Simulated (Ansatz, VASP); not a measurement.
## SiO2 in VASP and in Ansatz

File INCAR:

```
SYSTEM = SiO2
PREC = Accurate ; ENCUT = 520
EDIFF = 1E-6 ; ISMEAR = 0
SIGMA = 0.05 ; LREAL = .FALSE.
LASPH = .TRUE. ; NELM = 60
ALGO = Normal ; ISIF = 2
LWAVE = .FALSE. ; LCHARG = .FALSE.
GGA = CA ; NBANDS = 25
```

File KPOINTS:

```
Automatic mesh
0
G
  6 6 10
  0 0 0
```

File POSCAR:

```
SiO2
1.0
    3.9155720391      0.0000000000      0.0000000000
    0.0000000000      3.9155720391      0.0000000000
    0.0000000000      0.0000000000      2.9010473238
Si O
2 4
Direct
    0.5000000000      0.5000000000      0.5000000000
    0.0000000000      0.0000000000      0.0000000000
    0.6944252994      0.6944252994      0.0000000000
    0.1944252994      0.8055747006      0.5000000000
    0.3055747006      0.3055747006      0.0000000000
    0.8055747006      0.1944252994      0.5000000000
```

Input for Ansatz:

```yaml
crystal:
  lattice:
    - [3.9155720391, 0.0, 0.0]
    - [0.0, 3.9155720391, 0.0]
    - [0.0, 0.0, 2.9010473238]
  atoms:
    - { symbol: Si, position: [0.5, 0.5, 0.5] }
    - { symbol: Si, position: [0.0, 0.0, 0.0] }
    - { symbol: O, position: [0.6944252994, 0.6944252994, 0.0] }
    - { symbol: O, position: [0.1944252994, 0.8055747006, 0.5] }
    - { symbol: O, position: [0.3055747006, 0.3055747006, 0.0] }
    - { symbol: O, position: [0.8055747006, 0.1944252994, 0.5] }
basis:
  ecutwfc: 520.0
kpoints:
  mp_grid: { grid: [6, 6, 10] }
hamiltonian:
  xc: lda
  pseudopotentials: { kind: paw, azcp: { folder: soft_1 } }
scf:
  occupations: { method: gaussian, width: 0.05 }
output:
  forces: true
  stress: true
  eigenvalues: true
```

Alike in both runs: task single point; functional LDA; k mesh 6 × 6 × 10; occupations gaussian, width 0.05 eV; no spin polarisation.

|  | VASP | Ansatz |
| --- | --- | --- |
| version | VASP 6.6.1 | Ansatz 0.2.0 |
| potentials or method | VASP PAW LDA potentials, release 64 (Si, O), cutoff 520 eV | scalar-relativistic, plane waves, PAW |
| valence electrons in the cell | 32 | 32 |

```csv
,VASP,Ansatz,Ansatz less VASP
gap on the k mesh at the Fermi level (eV),4.92,4.97,+0.048
least direct gap on the mesh (eV),4.92,4.97,+0.048
pressure (GPa),11.1,9.9,-1.14
"traceless stress, the component that is largest in VASP (GPa)",-41.33,-41.22,+0.109
rms of the force components (eV/Å),0.298,0.313,+0.0146
```

Ansatz warns that its potentials were made for another functional, while VASP's fit it. LDA's correlation is that of Perdew and Zunger in VASP and of Perdew and Wang (1992) in Ansatz. Atom by atom the forces differ by 0.015 eV/Å (rms over components).
